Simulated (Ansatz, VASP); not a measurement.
FeO: VASP beside Ansatz

INCAR

```
  PREC = Accurate
  ENCUT = 520
  EDIFF = 1E-6
  ISMEAR = -1
  SIGMA = 0.05
  LREAL = False
  LASPH = True
  NELM = 150
  ALGO = Normal
  ISIF = 2
  LWAVE = False
  LCHARG = False
  ISPIN = 2
  MAGMOM = 3 0
  LORBIT = 11
  LMAXMIX = 4
  GGA = PE
  NBANDS = 18
```

File KPOINTS:

```
Automatic mesh
0
Gamma
  12 12 12
```

File POSCAR:

```
FeO
1.0
   -1.6231861388      1.6231861388      2.1108084499
    1.6231861388     -1.6231861388      2.1108084499
    1.6231861388      1.6231861388     -2.1108084499
Fe O
1 1
Direct
    0.0000000000      0.0000000000      0.0000000000
    0.5000000000      0.5000000000      0.0000000000
```

input.yaml

```yaml
crystal:
  lattice:
    - [-1.6231861388, 1.6231861388, 2.1108084499]
    - [1.6231861388, -1.6231861388, 2.1108084499]
    - [1.6231861388, 1.6231861388, -2.1108084499]
  atoms:
    - { symbol: Fe, position: [0.0, 0.0, 0.0], spin: 3.0 }
    - { symbol: O, position: [0.5, 0.5, 0.0] }
kpoints:
  mp_grid: { grid: [12, 12, 12] }
scf:
  occupations: { method: fermi_dirac, width: 0.05 }
hamiltonian:
  xc: pbe
  pseudopotentials: { kind: all_electron, lapw: { basis_error: 0.0005 } }
magnetization:
  spin_polarized: true
output:
  forces: true
  stress: true
  eigenvalues: true
```

Change from the starting cell: volume scaled by 1.04.

Alike in both runs: task single point; functional PBE; k mesh 12 × 12 × 12; occupations fermi-dirac, width 0.05 eV; collinear spin.

```csv
,VASP,Ansatz
version,VASP 6.6.1,Ansatz 0.2.0
potentials or method,"VASP PAW PBE potentials, release 64 (Fe, O), cutoff 520 eV","all-electron LAPW, scalar-relativistic"
```

|  | VASP | Ansatz | Ansatz less VASP |
| --- | --- | --- | --- |
| gap on the k mesh at the Fermi level (eV) | none | none | - |
| pressure (GPa) | -13.8 | -13.8 | -0.01 |
| traceless stress, the component that is largest in VASP (GPa) | 1.47 | 1.24 | -0.234 |
| net moment per atom (μB) | 2.00 | 2.00 | 0.000 |
| size of the moment on the site where the two differ most (μB) | 0.29 | 0.30 | +0.015 |

Site moments also hang on the region over which each program counts them. A gap of «none» marks a metal or a gap that the smearing closes. Ansatz ran all-electron here, and VASP with PAW potentials.
